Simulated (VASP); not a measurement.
Wanted: the native input for a VASP 6.6.1 run.

```yaml
Task: single point
Functional: PBE
Potentials_or_basis: VASP PAW PBE potentials, release 64 (B_h, N_h)
Cutoff: 1330 eV
k_mesh: 6 × 6 × 4
Occupations: gaussian, width 0.1 eV
Spin: no spin polarisation
Dipole_correction: no
Further_INCAR_settings: ALGO = Normal; EDIFF = 1e-06; NBANDS = 18
```

The structure of B3N2 lies in POSCAR:

```
B3N2
1.0
    3.4477206273      0.0000000000      0.0000000000
   -1.7238603136      2.9858136484      0.0000000000
    0.0000000000      0.0000000000      4.4012131937
B N
3 2
Direct
    0.3358509262      0.0000000000      0.0000000000
    0.0000000000      0.3358509262      0.0000000000
    0.6641490738      0.6641490738      0.0000000000
    0.0000000000      0.0000000000      0.7651521541
    0.0000000000      0.0000000000      0.2348478459
```

The cell was generated, and may not be a known phase.

One way to write it, as run:

INCAR

```
  ALGO = Normal
  EDIFF = 1E-6
  ENCUT = 1330
  GGA = PE
  GGA_COMPAT = False
  ISIF = 2
  ISMEAR = 0
  LASPH = True
  LCHARG = True
  LELF = True
  LREAL = False
  LVHAR = True
  LWAVE = False
  NBANDS = 18
  NELM = 120
  PREC = Accurate
  SIGMA = 0.1
```

KPOINTS

```
k-points
0
Gamma
  6 6 4
```

Potentials or basis: VASP PAW PBE potentials, release 64 (B_h, N_h).

Run with:

```console
$ cat potpaw_PBE.64/B_h/POTCAR potpaw_PBE.64/N_h/POTCAR > POTCAR
$ mpirun -np 1 vasp_std > vasp.out
```

Results of the run:

The pressure is -0.3 GPa and the largest force is 0.025 eV/Å. The band gap on the k mesh is zero (an odd number of electrons rules out a gap without spin polarisation).

Caveat: an odd number of electrons without spin polarisation forces a metal; a magnetic or distorted state may lie lower.

It took 92 s on 1 thread of AMD EPYC 7R43 64-Core Processor (Zen 3) (shared host), peak memory 0.27 GiB.
